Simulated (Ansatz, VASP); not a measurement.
Two plane-wave programs on BAs

The input INCAR:

```
ALGO     = Normal         # electronic algorithm
EDIFF    = 1E-6           # SCF threshold, eV
ENCUT    = 520            # plane-wave cutoff, eV
GGA      = PE             # functional
ISIF     = 2              # what is computed and relaxed
ISMEAR   = -1             # smearing method
LASPH    = True           # aspherical terms in the spheres
LCHARG   = False          # write CHGCAR
LREAL    = False          # projectors in reciprocal space
LWAVE    = False          # write WAVECAR
NBANDS   = 11             # bands
NELM     = 100            # most SCF steps
PREC     = Accurate       # precision mode
SIGMA    = 0.02           # smearing width, eV
```

The input KPOINTS:

```
k-points
0
Gamma
  10 10 10
```

The input POSCAR:

```
BAs
1.0
    0.0000000000      2.4636236322      2.3586458026
    2.4636236322      0.0000000000      2.3586458026
    2.4636236322      2.4636236322      0.0000000000
B As
1 1
Direct
    0.0000000000      0.0000000000      0.0000000000
    0.2500000000      0.2500000000      0.2500000000
```

Input for Ansatz:

```yaml
crystal:
  lattice:
    - [0.0, 2.4636236322, 2.3586458026]
    - [2.4636236322, 0.0, 2.3586458026]
    - [2.4636236322, 2.4636236322, 0.0]
  atoms:
    - { symbol: B, position: [0.0, 0.0, 0.0] }
    - { symbol: As, position: [0.25, 0.25, 0.25] }
kpoints:
  mp_grid: { grid: [10, 10, 10] }
  band_path:
    path:
      - [0.0, 0.0, 0.0]
      - [-0.5, -0.5, 0.0]
      - [-0.375, -0.375, 0.25]
      - [-0.375, 0.0, 0.375]
      - [0.0, 0.0, 0.5]
      - [-0.5, -0.25, 0.25]
      - [0.395833, 0.395833, 0.0]
    npoints: 1
hamiltonian:
  xc: pbe
scf:
  occupations: { method: fermi_dirac, width: 0.02 }
  n_extra_bands: 4
output:
  forces: true
  stress: true
  eigenvalues: true
```

Change from the starting cell: epitaxial_xy strain +3.0%.

Alike in both runs: task single point; functional PBE; k mesh 10 × 10 × 10; occupations fermi-dirac, width 0.02 eV; no spin polarisation.

|  | VASP | Ansatz |
| --- | --- | --- |
| version | VASP 6.6.1 | Ansatz 0.2.0 |
| potentials or method | VASP PAW PBE potentials, release 64 (B, As) | plane waves, PAW |
| plane-wave cutoff (eV) | 520 | 420 |
| valence electrons in the cell | 8 | 18 |

```csv
,VASP,Ansatz,Ansatz less VASP
pressure (GPa),-3.1,-3.6,-0.51
"traceless stress, the component that is largest in VASP (GPa)",5.36,5.38,+0.022
```

VASP's potentials hold 8 valence electrons a cell and Ansatz's 18, so a difference there can come from the potentials and not from the codes.
